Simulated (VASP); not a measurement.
Te2Mo, 3 atoms in the cell. The cell holds a slab with vacuum, 3 atoms: a = 3.467 Å, b = 3.467 Å, c = 16.731 Å, α = 90.00°, β = 90.00°, γ = 120.00°.  This cell differs from its parent crystal: strain along c alone, the other axes held: -4.5 %, then relaxed in part.

```yaml
Program: VASP 6.6.1
Task: single point
Functional: LDA
Potentials_or_basis: VASP PAW LDA potentials, release 64 (Te, Mo_sv)
Cutoff: 500 eV
k_mesh: 12 × 12 × 2
Occupations: gaussian, width 0.02 eV
Spin: no spin polarisation
Dipole_correction: no
Further_INCAR_settings: ALGO = Normal; EDIFF = 1e-06; NBANDS = 20
```

Potentials or basis: VASP PAW LDA potentials, release 64 (Te, Mo_sv).

Launch:

```console
$ cat potpaw_LDA.64/Te/POTCAR potpaw_LDA.64/Mo_sv/POTCAR > POTCAR
$ mpirun -np 1 vasp_std > vasp.out
```

Hardware: 1 thread of Intel Xeon 8259CL, with other jobs on the host.

Q: Estimate the wall time of this run.

A: Wall time 4.2 min on 1 thread of Intel Xeon 8259CL, on a shared host, peak memory 0.32 GiB. Counts: scf iterations 21, k points 38.
